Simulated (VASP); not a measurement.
# Cu (Fm-3m) in VASP: further runs

Runs on Cu. Level: LDA. Tasks: single point, relaxation of cell and atoms.

Program: VASP 6.6.1. These are calculated values, not measurements. Logs are shortened: lines on timing, memory, paths and dates and some standing lists are left out, and cuts for length are marked.

## (1) The cell of the first run

It takes space group Fm-3m (No. 225, cubic). The conventional cell has a = 3.518 Å, b = 3.518 Å, c = 3.518 Å, α = 90.00°, β = 90.00°, γ = 90.00°. Cu (site symmetry m-3m) has 12 Cu at 2.49 Å within 3.3 Å.

## (2) Single point, LDA

Contents of INCAR:

```
ALGO = Normal
EDIFF = 1E-7
ENCUT = 520
ISIF = 2
ISMEAR = 0
LASPH = T
LCHARG = F
LREAL = F
LWAVE = F
NBANDS = 12
NELM = 80
PREC = Accurate
SIGMA = 0.1
```

Contents of KPOINTS:

```
k-points
0
Gamma
  18 18 18
```

Contents of POSCAR:

```
Cu
1.0
    0.0000000000      1.7591975014      1.7591975014
    1.7591975014      0.0000000000      1.7591975014
    1.7591975014      1.7591975014      0.0000000000
Cu
1
Direct
    0.0000000000      0.0000000000      0.0000000000
```

Potentials or basis: VASP PAW LDA potentials, release 64 (Cu).

Launch:

```sh
$ cat potpaw_LDA.64/Cu/POTCAR > POTCAR
$ mpirun -np 1 vasp_std > vasp.out
```

OUTCAR:

```text
EDIFF = 1E-7
   ENCUT = 520
   ISIF = 2
   ISMEAR = 0
   LASPH = T
   LREAL = F
   NELM = 80
   PREC = Accurate

 ion  position               nearest neighbor table
   1  0.000  0.000  0.000-

  LATTYP: Found a face centered cubic cell.
 ALAT       =     3.5183950028

  Lattice vectors:

 A1 = (   0.0000000000,   1.7591975014,   1.7591975014)
 A2 = (   1.7591975014,   0.0000000000,   1.7591975014)
 A3 = (   1.7591975014,   1.7591975014,   0.0000000000)

Analysis of symmetry for initial positions (statically):
=====================================================================
 Subroutine PRICEL returns:
 Original cell was already a primitive cell.

 Routine SETGRP: Setting up the symmetry group for a
 face centered cubic supercell.

 Subroutine GETGRP returns: Found 48 space group operations
 (whereof 48 operations were pure point group operations)
 out of a pool of 48 trial point group operations.

The static configuration has the point symmetry O_h .

Analysis of symmetry for dynamics (positions and initial velocities):
=====================================================================
 Subroutine PRICEL returns:
 Original cell was already a primitive cell.

 Routine SETGRP: Setting up the symmetry group for a
 face centered cubic supercell.

 Subroutine GETGRP returns: Found 48 space group operations
 (whereof 48 operations were pure point group operations)
 out of a pool of 48 trial point group operations.

The dynamic configuration has the point symmetry O_h .

 Subroutine INISYM returns: Found 48 space group operations
 (whereof 48 operations are pure point group operations),
 and found     1 'primitive' translations

----------------------------------------------------------------------------------------

                                     Primitive cell

  volume of cell :      10.8886

  direct lattice vectors                    reciprocal lattice vectors
     0.000000000  1.759197501  1.759197501    -0.284220504  0.284220504  0.284220504
     1.759197501  0.000000000  1.759197501     0.284220504 -0.284220504  0.284220504
     1.759197501  1.759197501  0.000000000     0.284220504  0.284220504 -0.284220504

  length of vectors
     2.487880965  2.487880965  2.487880965     0.492284353  0.492284353  0.492284353

  position of ions in fractional coordinates (direct lattice)
     0.000000000  0.000000000  0.000000000

[... 81 lines left out ...]
   ISIF   =      2    stress and relaxation
   ISYM   =      2    0-nonsym 1-usesym 2-fastsym
   POTIM  = 0.5000    time-step for ionic-motion
   TEBEG  =    0.0;   TEEND  =   0.0 temperature during run
   PSTRESS=    0.0 pullay stress
   NELECT =      11.0000    total number of electrons
   NUPDOWN=      -1.0000    fix difference up-down
   EMIN   =  10.00;   EMAX   =-10.00  energy-range for DOS
   EFERMI =   0.00;   METHOD = LEGACY
   ISMEAR =     0;   SIGMA  =   0.10  broadening in eV -4-tet -1-fermi 0-gaus
   EFERMI_NEDOS =   21; number of points for ismear=-14 and -15
   IALGO  =     38    algorithm
   IMIX   =      4    mixing-type and parameters
     AMIX     =   0.40;   BMIX     =  1.00
     AMIX_MAG =   1.60;   BMIX_MAG =  1.00
  volume/ion in A,a.u.               =      10.89        73.48
  Fermi-wavevector in a.u.,A,eV,Ry     =   1.642660  3.104178 36.713053  2.698333
  Thomas-Fermi vector in A             =   2.732925
   LORBIT       =      0    0 simple, 1 ext, 2 COOP (PROOUT), +10 PAW based schemes
   GGA     = CA    functional components
   LHFCALC =     F    Hartree Fock is set to
   AEXX    =    0.0000 exact exchange contribution
   IVDW    =     0    specifies the selected vdW correction
   LEPSILON=     F    determine dielectric tensor
   LRPA    =     F    only Hartree local field effects (RPA)
 non-spin polarized calculation
 Gauss-broadening in eV      SIGMA  =   0.10
  energy-cutoff  :      520.00
  volume of cell :       10.89
 maximum number of plane-waves:       304
   NGX =  9   NGY =  9   NGZ =  9

 number of electron      10.9999998 magnetization

 Free energy of the ion-electron system (eV)
  ---------------------------------------------------
  ext. energy  EPLUGINS =         0.00000000
  ---------------------------------------------------
  free energy    TOTEN  =        -4.70806115 eV

  energy without entropy =       -4.70640509  energy(sigma->0) =       -4.70723312

 E-fermi :   8.3716     XC(G=0): -13.5839

 val. band max:        8.3567293512   @ k =   0.5000   0.3333   0.1667
 cond. band min:       8.3837029869   @ k =  -0.4444   0.1111   0.0556
 fundamental gap:      0.0269736357
 Fermi energy:         8.3715676210

 k-point     1 :       0.0000    0.0000    0.0000
  band No.  band energies     occupation
      1      -1.5820      2.00000
      2       5.0709      2.00000
      3       5.0709      2.00000
      4       5.0709      2.00000
      5       6.0210      2.00000
      6       6.0210      2.00000
      7      31.7230      0.00000
      8      34.8435      0.00000
      9      34.8435      0.00000
     10      34.8435      0.00000
     11      37.4623      0.00000
     12      37.4623      0.00000
[... 331 lines left out ...]
 k-point    24 :      -0.2222    0.0556    0.0000
  band No.  band energies     occupation
      1       0.6007      2.00000
      2       4.7384      2.00000
      3       5.2512      2.00000
      4       5.2949      2.00000
      5       5.9615      2.00000
      6       6.2405      2.00000
      7      22.0858      0.00000
      8      29.3246      0.00000
      9      33.0294      0.00000
     10      34.4216      0.00000
     11      36.9915      0.00000
     12      37.6084      0.00000

 [... further k-points ...]

------------------------ aborting loop because EDIFF is reached ----------------------------------------

  FORCE on cell =-STRESS in cart. coord.  units (eV):
  Direction    XX          YY          ZZ          XY          YZ          ZX
  --------------------------------------------------------------------------------------
  -------------------------------------------------------------------------------------
  Total        0.0634854      0.0634854      0.0634854      0.0000000      0.0000000     -0.0000000
  in kB        9.3413718      9.3413718      9.3413718      0.0000000      0.0000000     -0.0000000
  external PRESSURE =       9.3413718 kB  Pullay stress =       0.0000000 kB

 VOLUME and BASIS-vectors are now :
 -----------------------------------------------------------------------------
  energy-cutoff  :      520.00
  volume of cell :       10.89
      direct lattice vectors                 reciprocal lattice vectors
     0.000000000  1.759197501  1.759197501    -0.284220504  0.284220504  0.284220504
     1.759197501  0.000000000  1.759197501     0.284220504 -0.284220504  0.284220504
     1.759197501  1.759197501  0.000000000     0.284220504  0.284220504 -0.284220504

 POSITION                                       TOTAL-FORCE (eV/Angst)
 -----------------------------------------------------------------------------------
      0.00000      0.00000      0.00000        -0.000000      0.000000     -0.000000
 -----------------------------------------------------------------------------------
    total drift:                                0.000000      0.000000      0.000000

  FREE ENERGIE OF THE ION-ELECTRON SYSTEM (eV)
  ---------------------------------------------------
  free  energy   TOTEN  =        -4.7080611454 eV

  energy  without entropy=       -4.7064050922  energy(sigma->0) =       -4.70723312
```

Wall time 41 s (1 thread of Intel Xeon 8259CL, shared host); peak memory 0.14 GiB.

What came out:

* Free energy: -4.7081 eV
* Pressure: 0.9 GPa

## (3) Single point, LDA

Contents of INCAR:

```
PREC = Accurate
ENCUT = 520
EDIFF = 1E-6
ISMEAR = -1
SIGMA = 0.15
LREAL = False
LASPH = True
NELM = 80
ALGO = Normal
ISIF = 2
LWAVE = False
LCHARG = False
NBANDS = 12
```

Contents of KPOINTS:

```
Automatic mesh
0
Gamma
  20 20 20
```

POSCAR is that of step 2.

Potentials or basis: VASP PAW LDA potentials, release 64 (Cu).

Launch:

```sh
$ cat potpaw_LDA.64/Cu/POTCAR > POTCAR
$ mpirun -np 1 vasp_std > vasp.out
```

OUTCAR:

```text
PREC = Accurate
   ENCUT = 520
   EDIFF = 1E-6
   ISMEAR = -1
   LREAL = False
   LASPH = True
   NELM = 80
   ISIF = 2

 ion  position               nearest neighbor table
   1  0.000  0.000  0.000-

  LATTYP: Found a face centered cubic cell.
 ALAT       =     3.5183950028

  Lattice vectors:

 A1 = (   0.0000000000,   1.7591975014,   1.7591975014)
 A2 = (   1.7591975014,   0.0000000000,   1.7591975014)
 A3 = (   1.7591975014,   1.7591975014,   0.0000000000)

Analysis of symmetry for initial positions (statically):
=====================================================================
 Subroutine PRICEL returns:
 Original cell was already a primitive cell.

 Routine SETGRP: Setting up the symmetry group for a
 face centered cubic supercell.

 Subroutine GETGRP returns: Found 48 space group operations
 (whereof 48 operations were pure point group operations)
 out of a pool of 48 trial point group operations.

The static configuration has the point symmetry O_h .

Analysis of symmetry for dynamics (positions and initial velocities):
=====================================================================
 Subroutine PRICEL returns:
[... 166 lines left out ...]
      4       5.0634      2.00000
      5       6.0130      2.00000
      6       6.0130      2.00000
      7      31.7234      0.00000
      8      34.8431      0.00000
      9      34.8431      0.00000
     10      34.8431      0.00000
     11      37.4605      0.00000
     12      37.4605      0.00000
[... 331 lines left out ...]
 k-point    24 :      -0.3500    0.0500    0.0000
  band No.  band energies     occupation
      1       2.3656      2.00000
      2       5.0969      2.00000
      3       5.1427      2.00000
      4       5.2847      2.00000
      5       6.3666      2.00000
      6       6.6833      1.99998
      7      16.1641      0.00000
      8      29.1146      0.00000
      9      31.5046      0.00000
     10      32.7848      0.00000
     11      35.0582      0.00000
     12      36.9058      0.00000

 [... further k-points ...]

------------------------ aborting loop because EDIFF is reached ----------------------------------------

  FORCE on cell =-STRESS in cart. coord.  units (eV):
  Direction    XX          YY          ZZ          XY          YZ          ZX
  --------------------------------------------------------------------------------------
  -------------------------------------------------------------------------------------
  Total        0.0628310      0.0628310      0.0628310      0.0000000      0.0000000      0.0000000
  in kB        9.2450858      9.2450858      9.2450858      0.0000000      0.0000000      0.0000000
  external PRESSURE =       9.2450858 kB  Pullay stress =       0.0000000 kB

 VOLUME and BASIS-vectors are now :
 -----------------------------------------------------------------------------
  energy-cutoff  :      520.00
  volume of cell :       10.89
      direct lattice vectors                 reciprocal lattice vectors
     0.000000000  1.759197501  1.759197501    -0.284220504  0.284220504  0.284220504
     1.759197501  0.000000000  1.759197501     0.284220504 -0.284220504  0.284220504
     1.759197501  1.759197501  0.000000000     0.284220504  0.284220504 -0.284220504

 POSITION                                       TOTAL-FORCE (eV/Angst)
 -----------------------------------------------------------------------------------
      0.00000      0.00000      0.00000         0.000000      0.000000      0.000000
 -----------------------------------------------------------------------------------
    total drift:                                0.000000     -0.000000      0.000000

  FREE ENERGIE OF THE ION-ELECTRON SYSTEM (eV)
  ---------------------------------------------------
  free  energy   TOTEN  =        -4.7184763231 eV

  energy  without entropy=       -4.6978772176  energy(sigma->0) =       -4.70817677
```

OSZICAR:

```text
N       E                     dE             d eps       ncg     rms          rms(c)
DAV:   1     0.407044762690E+02    0.40704E+02   -0.53100E+03  6916   0.159E+03
DAV:   2    -0.446645858721E+01   -0.45171E+02   -0.41763E+02  6332   0.206E+02
DAV:   3    -0.573373149710E+01   -0.12673E+01   -0.12539E+01  7188   0.394E+01
DAV:   4    -0.574171479825E+01   -0.79833E-02   -0.79823E-02  6920   0.275E+00
DAV:   5    -0.574179054586E+01   -0.75748E-04   -0.75745E-04  7384   0.275E-01    0.808E+00
DAV:   6    -0.509674112392E+01    0.64505E+00   -0.14904E+01  7308   0.767E+01    0.375E+00
DAV:   7    -0.473644350528E+01    0.36030E+00   -0.22439E+00  7348   0.297E+01    0.643E-01
DAV:   8    -0.471999021669E+01    0.16453E-01   -0.61721E-03  7512   0.998E-01    0.281E-01
DAV:   9    -0.471846269181E+01    0.15275E-02   -0.69597E-03  7752   0.145E+00    0.139E-02
DAV:  10    -0.471847434623E+01   -0.11654E-04   -0.24148E-05  7244   0.687E-02    0.467E-03
DAV:  11    -0.471847631932E+01   -0.19731E-05   -0.56826E-07  5148   0.102E-02    0.475E-04
DAV:  12    -0.471847632306E+01   -0.37442E-08   -0.66294E-08  3656   0.306E-03
   1 F= -.47184763E+01 E0= -.47081768E+01  d E =-.205991E-01
```

It took 48 s on 1 thread of Intel Xeon 8259CL, shared host; peak memory 0.14 GiB.

What came out:

```
Free energy : -4.7185 eV
Pressure    : 0.9 GPa
```

Levels at points of the mesh, in eV from the Fermi level:
```
           k point  band 4  band 5  band 6  band 7  band 8  band 9
(0.00, 0.00, 0.00)   -3.36   -2.41   -2.41   23.30   26.42   26.42
(0.50, 0.00, 0.00)   -1.76   -1.76   -1.24    4.13   21.78   23.19
(0.50, 0.50, 0.00)   -1.60   -1.60    1.41    7.68   13.63   13.63
```

(Part 1 of 2 ends here.)
